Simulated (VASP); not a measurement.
# BaZnSbF (P4/nmm) in VASP: single point with r2SCAN

Aim: the single point of BaZnSbF with r2SCAN.

Program: VASP 6.6.1. These are calculated values, not measurements. Logs are shortened: lines on timing, memory, paths and dates and some standing lists are left out, and cuts for length are marked.

### Step 1. The cell of the first run

The structure is tetragonal, space group P4/nmm (No. 129). Conventional cell: a = 4.359 Å, b = 4.359 Å, c = 9.579 Å, α = 90.00°, β = 90.00°, γ = 90.00°. Within 3.6 Å of Ba (site symmetry 4mm) lie 4 F at 2.62 Å and 4 Sb at 3.53 Å. Within 3.6 Å of Zn (site symmetry -4m2) lie 4 Sb at 2.71 Å and 4 Zn at 3.08 Å. Within 3.6 Å of Sb (site symmetry 4mm) lie 4 Zn at 2.71 Å and 4 Ba at 3.53 Å. Within 3.5 Å of F (site symmetry -4m2) lie 4 Ba at 2.62 Å and 4 F at 3.08 Å.

### Step 2. Single point, r2SCAN

The input, POSCAR:

```
BaZnSbF
1.0
    4.3588453100      0.0000000000      0.0000000000
    0.0000000000      4.3588453100      0.0000000000
    0.0000000000      0.0000000000      9.5789963000
Ba Zn Sb F
2 2 2 2
Direct
    0.0000000000      0.5000000000      0.3481077056
    0.5000000000      0.0000000000      0.6518922944
    0.5000000000      0.5000000000      0.0000000000
    0.0000000000      0.0000000000      0.0000000000
    0.5000000000      0.0000000000      0.1682712517
    0.0000000000      0.5000000000      0.8317287483
    0.5000000000      0.5000000000      0.5000000000
    0.0000000000      0.0000000000      0.5000000000
```

The input, INCAR.step1:

```
SYSTEM = BaZnSbF
ALGO = Normal
EDIFF = 1E-4
ENCUT = 520
GGA = PE
ISMEAR = -1
LASPH = .TRUE.
LCHARG = .FALSE.
LREAL = .FALSE.
LWAVE = .TRUE.
NBANDS = 44
NELM = 80
PREC = Accurate
SIGMA = 0.1
```

The input, INCAR.step2:

```
SYSTEM = BaZnSbF
ALGO = Normal
EDIFF = 1E-7
ENCUT = 520
ISIF = 2
ISMEAR = -1
ISTART = 1
LASPH = .TRUE.
LCHARG = .TRUE.
LELF = .TRUE.
LMIXTAU = .TRUE.
LREAL = .FALSE.
LVHAR = .TRUE.
LWAVE = .FALSE.
METAGGA = R2SCAN
NBANDS = 44
NELM = 80
PREC = Accurate
SIGMA = 0.1
```

The input, KPOINTS:

```
k-points
0
G
  8 8 4
  0 0 0
```

Potentials or basis: VASP PAW PBE potentials, release 64 (Ba_sv, Zn, Sb, F).

On the command line:

```
> cat potpaw_PBE.64/Ba_sv/POTCAR potpaw_PBE.64/Zn/POTCAR potpaw_PBE.64/Sb/POTCAR potpaw_PBE.64/F/POTCAR > POTCAR
> cp INCAR.step1 INCAR
> mpirun -np 1 vasp_std > vasp.out
> cp INCAR.step2 INCAR
> mpirun -np 1 vasp_std > vasp.out
```

OUTCAR:

```text
SYSTEM = BaZnSbF
   EDIFF = 1E-7
   ENCUT = 520
   ISIF = 2
   ISMEAR = -1
   ISTART = 1
   LASPH = .TRUE.
   LREAL = .FALSE.
   METAGGA = R2SCAN
   NELM = 80
   PREC = Accurate

 ion  position               nearest neighbor table
   1  0.000  0.500  0.348-   7 2.62   8 2.62   8 2.62   7 2.62   5 3.53   5 3.53   5 3.53   5 3.53
                             2 4.24   2 4.24   2 4.24   2 4.24
   2  0.500  0.000  0.652-   7 2.62   8 2.62   7 2.62   8 2.62   6 3.53   6 3.53   6 3.53   6 3.53
                             1 4.24   1 4.24   1 4.24   1 4.24
   3  0.500  0.500  0.000-   5 2.71   6 2.71   5 2.71   6 2.71
   4  0.000  0.000  0.000-   5 2.71   6 2.71   6 2.71   5 2.71
   5  0.500  0.000  0.168-   3 2.71   4 2.71   3 2.71   4 2.71   1 3.53   1 3.53   1 3.53   1 3.53

   6  0.000  0.500  0.832-   3 2.71   4 2.71   4 2.71   3 2.71   2 3.53   2 3.53   2 3.53   2 3.53

   7  0.500  0.500  0.500-   1 2.62   2 2.62   2 2.62   1 2.62
   8  0.000  0.000  0.500-   1 2.62   2 2.62   1 2.62   2 2.62

  LATTYP: Found a simple tetragonal cell.
 ALAT       =     4.3588453100
 C/A-ratio  =     2.1975995060

  Lattice vectors:

 A1 = (   4.3588453100,   0.0000000000,   0.0000000000)
 A2 = (   0.0000000000,   4.3588453100,   0.0000000000)
 A3 = (   0.0000000000,   0.0000000000,   9.5789963000)

Analysis of symmetry for initial positions (statically):
=====================================================================
 Subroutine PRICEL returns:
 Original cell was already a primitive cell.

 Routine SETGRP: Setting up the symmetry group for a
 simple tetragonal supercell.

 Subroutine GETGRP returns: Found 16 space group operations
 (whereof  8 operations were pure point group operations)
 out of a pool of 16 trial point group operations.

The static configuration has the point symmetry D_2d.
 The point group associated with its full space group is D_4h.

Analysis of symmetry for dynamics (positions and initial velocities):
=====================================================================
 Subroutine PRICEL returns:
 Original cell was already a primitive cell.

 Routine SETGRP: Setting up the symmetry group for a
 simple tetragonal supercell.

 Subroutine GETGRP returns: Found 16 space group operations
 (whereof  8 operations were pure point group operations)
 out of a pool of 16 trial point group operations.

The dynamic configuration has the point symmetry D_2d.
 The point group associated with its full space group is D_4h.

 Subroutine INISYM returns: Found 16 space group operations
 (whereof  8 operations are pure point group operations),
 and found     1 'primitive' translations

----------------------------------------------------------------------------------------

                                     Primitive cell

  volume of cell :     181.9965

  direct lattice vectors                    reciprocal lattice vectors
     4.358845310  0.000000000  0.000000000     0.229418557  0.000000000  0.000000000
     0.000000000  4.358845310  0.000000000     0.000000000  0.229418557  0.000000000
     0.000000000  0.000000000  9.578996300     0.000000000  0.000000000  0.104395071

  length of vectors
     4.358845310  4.358845310  9.578996300     0.229418557  0.229418557  0.104395071

  position of ions in fractional coordinates (direct lattice)
     0.000000000  0.500000000  0.348107706
     0.500000000  0.000000000  0.651892294
     0.500000000  0.500000000  0.000000000
     0.000000000  0.000000000  0.000000000
     0.500000000  0.000000000  0.168271252
     0.000000000  0.500000000  0.831728748
     0.500000000  0.500000000  0.500000000
     0.000000000  0.000000000  0.500000000

  ion indices of the primitive-cell ions
   primitive index   ion index
                 1           1
                 2           2
                 3           3
                 4           4
                 5           5
                 6           6
                 7           7
                 8           8

----------------------------------------------------------------------------------------

 KPOINTS: k-points

Automatic generation of k-mesh.
 Grid dimensions read from file:
 generate k-points for:    8    8    4

 Generating k-lattice:

  Cartesian coordinates                     Fractional coordinates (reciprocal lattice)
     0.028677320  0.000000000  0.000000000     0.125000000  0.000000000  0.000000000
     0.000000000  0.028677320  0.000000000     0.000000000  0.125000000  0.000000000
     0.000000000  0.000000000  0.026098768     0.000000000  0.000000000  0.250000000

  Length of vectors
     0.028677320  0.028677320  0.026098768

  Shift w.r.t. Gamma in fractional coordinates (k-lattice)
     0.000000000  0.000000000  0.000000000

 Subroutine IBZKPT returns following result:
 ===========================================

 Found     45 irreducible k-points:

 Following reciprocal coordinates:
            Coordinates               Weight
  0.000000  0.000000  0.000000      1.000000
  0.125000  0.000000  0.000000      4.000000
  0.250000  0.000000  0.000000      4.000000
  0.375000  0.000000  0.000000      4.000000
  0.500000  0.000000  0.000000      2.000000
  0.125000  0.125000  0.000000      4.000000
[... 16 lines left out ...]
  0.375000  0.125000  0.250000     16.000000
  0.500000  0.125000  0.250000      8.000000
 [... further k-points ...]
   k-points           NKPTS =     45   k-points in BZ     NKDIM =     45   number of bands    NBANDS=     44
   number of dos      NEDOS =    301   number of ions     NIONS =      8
   total plane-waves  NPLWV =  73728
   dimension x,y,z NGX =    32 NGY =   32 NGZ =   72
   dimension x,y,z NGXF=    64 NGYF=   64 NGZF=  144
   ions per type =               2   2   2   2
   NGX,Y,Z   is equivalent  to a cutoff of  12.20, 12.20, 12.50 a.u.
   NGXF,Y,Z  is equivalent  to a cutoff of  24.41, 24.41, 24.99 a.u.
 SYSTEM =  BaZnSbF
   PREC   = accura    normal or accurate (medium, high low for compatibility)
   ISTART =      1    job   : 0-new  1-cont  2-samecut
   ICHARG =      0    charge: 1-file 2-atom 10-const
   ISPIN  =      1    spin polarized calculation?
   LNONCOLLINEAR =      F non collinear calculations
   LSORBIT =      F    spin-orbit coupling
   LASPH  =      T    aspherical Exc in radial PAW
   ENCUT  =  520.0 eV  38.22 Ry    6.18 a.u.   8.10  8.10 17.81*2*pi/ulx,y,z
   NELM   =     80;   NELMIN=  2; NELMDL=  0     # of ELM steps
   EDIFF  = 0.1E-06   stopping-criterion for ELM
   LREAL  =      F    real-space projection
   EDIFFG = 0.1E-05   stopping-criterion for IOM
   NSW    =      0    number of steps for IOM
   IBRION =     -1    ionic relax: 0-MD 1-quasi-New 2-CG
   NFREE  =      0    steps in history (QN), initial steepest desc. (CG)
   ISIF   =      2    stress and relaxation
   ISYM   =      2    0-nonsym 1-usesym 2-fastsym
   POTIM  = 0.5000    time-step for ionic-motion
   TEBEG  =    0.0;   TEEND  =   0.0 temperature during run
   PSTRESS=    0.0 pullay stress
   NELECT =      68.0000    total number of electrons
   NUPDOWN=      -1.0000    fix difference up-down
   EMIN   =  10.00;   EMAX   =-10.00  energy-range for DOS
   EFERMI =   0.00;   METHOD = LEGACY
   ISMEAR =    -1;   SIGMA  =   0.10  broadening in eV -4-tet -1-fermi 0-gaus
   EFERMI_NEDOS =   21; number of points for ismear=-14 and -15
   IALGO  =     38    algorithm
   IMIX   =      4    mixing-type and parameters
     AMIX     =   0.40;   BMIX     =  1.00
     AMIX_MAG =   1.60;   BMIX_MAG =  1.00
  volume/ion in A,a.u.               =      22.75       153.52
  Fermi-wavevector in a.u.,A,eV,Ry     =   1.179117  2.228208 18.916404  1.390316
  Thomas-Fermi vector in A             =   2.315433
   LORBIT       =      0    0 simple, 1 ext, 2 COOP (PROOUT), +10 PAW based schemes
   METAGGA = R2SCAN    functional components
   LHFCALC =     F    Hartree Fock is set to
   AEXX    =    0.0000 exact exchange contribution
   IVDW    =     0    specifies the selected vdW correction
   LEPSILON=     F    determine dielectric tensor
   LRPA    =     F    only Hartree local field effects (RPA)
 non-spin polarized calculation
  energy-cutoff  :      520.00
  volume of cell :      182.00
 maximum number of plane-waves:      4968
   NGX = 17   NGY = 17   NGZ = 35

 number of electron      67.9999994 magnetization

 Free energy of the ion-electron system (eV)
  ---------------------------------------------------
  ext. energy  EPLUGINS =         0.00000000
  ---------------------------------------------------
  free energy    TOTEN  =      -143.96097274 eV

  energy without entropy =     -143.94861757  energy(sigma->0) =     -143.95479516

 E-fermi :   4.4901     XC(G=0): -10.2864

 val. band max:        4.3717357204   @ k =   0.0000   0.0000   0.0000
 cond. band min:       4.7978928906   @ k =   0.1250   0.0000   0.0000
 fundamental gap:      0.4261571702
 Fermi energy:         4.4901495698

 k-point     1 :       0.0000    0.0000    0.0000
  band No.  band energies     occupation
      1     -24.5638      2.00000
      2     -24.2895      2.00000
      3     -21.2681      2.00000
      4     -21.2006      2.00000
      5      -9.2981      2.00000
      6      -9.2981      2.00000
[... 36 lines left out ...]
     43       9.0582      0.00000
     44       9.6188      0.00000

 k-point     2 :       0.1250    0.0000    0.0000
  band No.  band energies     occupation
      1     -24.5439      2.00000
      2     -24.2887      2.00000
      3     -21.2812      2.00000
      4     -21.2164      2.00000
      5      -9.3799      2.00000
      6      -9.2801      2.00000
[... 36 lines left out ...]
     43       9.1248      0.00000
     44       9.3833      0.00000

 k-point     3 :       0.2500    0.0000    0.0000
  band No.  band energies     occupation
      1     -24.4903      2.00000
      2     -24.2917      2.00000
      3     -21.3105      2.00000
      4     -21.2570      2.00000
      5      -9.4517      2.00000
      6      -9.3100      2.00000
[... 976 lines left out ...]
     43       9.3856      0.00000
     44       9.7466      0.00000

 k-point    24 :       0.5000    0.1250    0.2500
  band No.  band energies     occupation
      1     -24.3432      2.00000
      2     -24.3432      2.00000
      3     -21.3492      2.00000
      4     -21.3492      2.00000
      5      -9.3753      2.00000
      6      -9.3753      2.00000
[... 36 lines left out ...]
     43       9.6645      0.00000
     44       9.6645      0.00000

 [... further k-points ...]

------------------------ aborting loop because EDIFF is reached ----------------------------------------

  FORCE on cell =-STRESS in cart. coord.  units (eV):
  Direction    XX          YY          ZZ          XY          YZ          ZX
  --------------------------------------------------------------------------------------
  -------------------------------------------------------------------------------------
  Total        5.0438226      5.0438226      4.1091610      0.0000000      0.0000000      0.0000000
  in kB       44.4025043     44.4025043     36.1743567      0.0000000      0.0000000      0.0000000
  external PRESSURE =      41.6597884 kB  Pullay stress =       0.0000000 kB

 VOLUME and BASIS-vectors are now :
 -----------------------------------------------------------------------------
  energy-cutoff  :      520.00
  volume of cell :      182.00
      direct lattice vectors                 reciprocal lattice vectors
     4.358845310  0.000000000  0.000000000     0.229418557  0.000000000  0.000000000
     0.000000000  4.358845310  0.000000000     0.000000000  0.229418557  0.000000000
     0.000000000  0.000000000  9.578996300     0.000000000  0.000000000  0.104395071

 POSITION                                       TOTAL-FORCE (eV/Angst)
 -----------------------------------------------------------------------------------
      0.00000      2.17942      3.33452         0.000000      0.000000     -0.117721
      2.17942      0.00000      6.24447        -0.000000      0.000000      0.117721
      2.17942      2.17942      0.00000         0.000000      0.000000      0.000000
      0.00000      0.00000      0.00000         0.000000     -0.000000      0.000000
      2.17942      0.00000      1.61187         0.000000      0.000000     -0.012740
      0.00000      2.17942      7.96713         0.000000     -0.000000      0.012740
      2.17942      2.17942      4.78950         0.000000     -0.000000      0.000000
      0.00000      0.00000      4.78950        -0.000000      0.000000      0.000000
 -----------------------------------------------------------------------------------
    total drift:                                0.000000     -0.000000     -0.000000

  FREE ENERGIE OF THE ION-ELECTRON SYSTEM (eV)
  ---------------------------------------------------
  free  energy   TOTEN  =      -143.9609727382 eV

  energy  without entropy=     -143.9486175737  energy(sigma->0) =     -143.95479516
```

It took 28 min on 1 thread of Intel Xeon 8259CL, shared host; peak memory 0.53 GiB.

Results:

* Free energy: -143.9610 eV
* Pressure: 4.2 GPa
* Largest force: 0.118 eV/Å
* Band gap on the k mesh: zero (bands 34 and 35 overlap by 0.02 eV)

Forces on the atoms (eV/Å):
```
Ba   0.000  0.000 -0.118
Ba   0.000  0.000  0.118
Zn   0.000  0.000  0.000
Zn   0.000  0.000  0.000
Sb   0.000  0.000 -0.013
Sb   0.000  0.000  0.013
F    0.000  0.000  0.000
F    0.000  0.000  0.000
```

Stress tensor (GPa, compression positive):
```
4.44 0.00 0.00
0.00 4.44 0.00
0.00 0.00 3.62
```

Caveat: the cell stands under pressure; semilocal functionals underestimate gaps, and a narrow one can read as zero; the PAW data sets were made with another functional, which shifts forces and pressure a little; spin-orbit coupling is left out, which moves the levels of the heavy elements.

The gap in the log of VASP goes by the Fermi energy; the results here count the filled bands.